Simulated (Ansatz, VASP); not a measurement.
# One calculation of TaF3, two programs

INCAR

```
SYSTEM = TaF3
ALGO = Normal
EDIFF = 1E-6
ENCUT = 520
GGA = PS
ISIF = 2
ISMEAR = 0
LASPH = .True.
LCHARG = .False.
LREAL = .False.
LWAVE = .False.
NBANDS = 24
NELM = 60
PREC = Accurate
SIGMA = 0.15
```

The input KPOINTS:

```
k-points
0
Gamma
  12 12 12
  0 0 0
```

The input POSCAR:

```
TaF3
1.0
    3.7841640000      0.0000000000      0.0000000000
    0.0000000000      3.7841640000      0.0000000000
    0.0000000000      0.0000000000      3.9012000000
Ta F
1 3
Direct
    0.0000000000      0.0000000000      0.0000000000
    0.5000000000      0.0000000000      0.0000000000
    0.0000000000      0.5000000000      0.0000000000
    0.0000000000      0.0000000000      0.5000000000
```

Input for Ansatz:

```yaml
crystal:
  lattice:
    - [3.784164, 0.0, 0.0]
    - [0.0, 3.784164, 0.0]
    - [0.0, 0.0, 3.9012]
  atoms:
    - { symbol: Ta, position: [0.0, 0.0, 0.0] }
    - { symbol: F, position: [0.5, 0.0, 0.0] }
    - { symbol: F, position: [0.0, 0.5, 0.0] }
    - { symbol: F, position: [0.0, 0.0, 0.5] }
basis:
  ecutwfc: 420
kpoints:
  mp_grid: { grid: [12, 12, 12] }
hamiltonian:
  xc: pbesol
scf:
  occupations: { method: gaussian, width: 0.15 }
output:
  forces: true
  stress: true
  eigenvalues: true
```

Change from the starting cell: strain -0.030 along x and y, +0.000 along z, atoms carried along.

Alike in both runs: task single point; functional PBEsol; k mesh 12 × 12 × 12; occupations gaussian, width 0.15 eV; no spin polarisation.

```csv
,VASP,Ansatz
version,VASP 6.6.1,Ansatz 0.2.0
potentials or method,"VASP PAW PBE potentials, release 64 (Ta_pv, F), cutoff 520 eV","scalar-relativistic, plane waves, PAW"
valence electrons in the cell,32,34
```

|  | VASP | Ansatz | Ansatz less VASP |
| --- | --- | --- | --- |
| gap on the k mesh at the Fermi level (eV) | none | none | - |
| pressure (GPa) | 35.4 | 34.6 | -0.79 |
| traceless stress, the component that is largest in VASP (GPa) | -10.62 | -10.39 | +0.233 |

VASP's potentials were made for PBE, not for PBEsol. A gap of «none» marks a metal or a gap that the smearing closes. Both programs put the cell under a high pressure, so it lies far from rest at this level. With one functional, cell and mesh, what is left measures potentials, basis and numerics. VASP's potentials hold 32 valence electrons a cell and Ansatz's 34, so a difference there can come from the potentials and not from the codes.

Spin-orbit coupling is off throughout.
